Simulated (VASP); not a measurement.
Wanted: the native input for a VASP 6.6.1 run.

```yaml
Task: relaxation of cell and atoms
Functional: BLYP
Dispersion: D4
Potentials_or_basis: VASP PAW PBE potentials, release 64 (Nb_sv)
Cutoff: 600 eV
k_mesh: 11 × 11 × 11
Occupations: fermi-dirac, width 0.05 eV
Spin: no spin polarisation
Dipole_correction: no
Further_INCAR_settings: ALGO = Normal; EDIFF = 1e-07; IBRION = 2; EDIFFG = -0.01; NSW = 60; ISIF = 3
```

The structure of Nb lies in POSCAR:

```
Nb
1.0
    0.0000000000      2.1150000000      2.1150000000
    2.1150000000      0.0000000000      2.1150000000
    2.1150000000      2.1150000000      0.0000000000
Nb
1
Direct
    0.0000000000      0.0000000000      0.0000000000
```

These files were run (other wordings do the same):

INCAR

```
PREC     = Accurate       # precision mode
ENCUT    = 600            # plane-wave cutoff, eV
EDIFF    = 1E-7           # SCF threshold, eV
ISMEAR   = -1             # smearing method
SIGMA    = 0.05           # smearing width, eV
LREAL    = F              # projectors in reciprocal space
LASPH    = T              # aspherical terms in the spheres
NELM     = 60             # most SCF steps
ALGO     = Normal         # electronic algorithm
ISIF     = 3              # what is computed and relaxed
LWAVE    = F              # write WAVECAR
LCHARG   = F              # write CHGCAR
GGA      = B5             # functional
ALDAX    = 1.0          
AGGAX    = 1.0          
AGGAC    = 1.0          
ALDAC    = 0.0          
IVDW     = 13             # dispersion correction
VDW_S6   = 1.0          
VDW_S8   = 2.34076671   
VDW_A1   = 0.44488865   
VDW_A2   = 4.0933009    
IBRION   = 2              # ionic algorithm
NSW      = 60             # ionic steps
EDIFFG   = -0.01          # ionic threshold
```

KPOINTS

```
Automatic mesh
0
Gamma
  11 11 11
```

Potentials or basis: VASP PAW PBE potentials, release 64 (Nb_sv).

Launch:

```bash
$ cat potpaw_PBE.64/Nb_sv/POTCAR > POTCAR
$ mpirun -np 1 vasp_std > vasp.out
```

Results of the run:

```json
{
 "Relaxed volume": "18.80 Å³/atom",
 "Relaxed cell": "a = 2.985 Å, b = 2.985 Å, c = 2.985 Å, α = 60.00°, β = 60.00°, γ = 60.00°",
 "Space group after relaxing (to 0.05 Å)": "Fm-3m (No. 225)",
 "Energy gained by relaxing": "0.4 meV/atom",
 "Ionic steps": "3",
 "Pressure after relaxing": "0.0 GPa",
 "Dispersion energy per atom": "-0.598 eV"
}
```

Caveat: the PAW data sets were made with another functional, which shifts forces and pressure a little; pairwise dispersion overbinds metals, which lowers pressure and volume.

It took 20 s on 1 thread of Intel(R) Xeon(R) 6975P-C (Granite Rapids), on a shared host, peak memory 0.15 GiB.
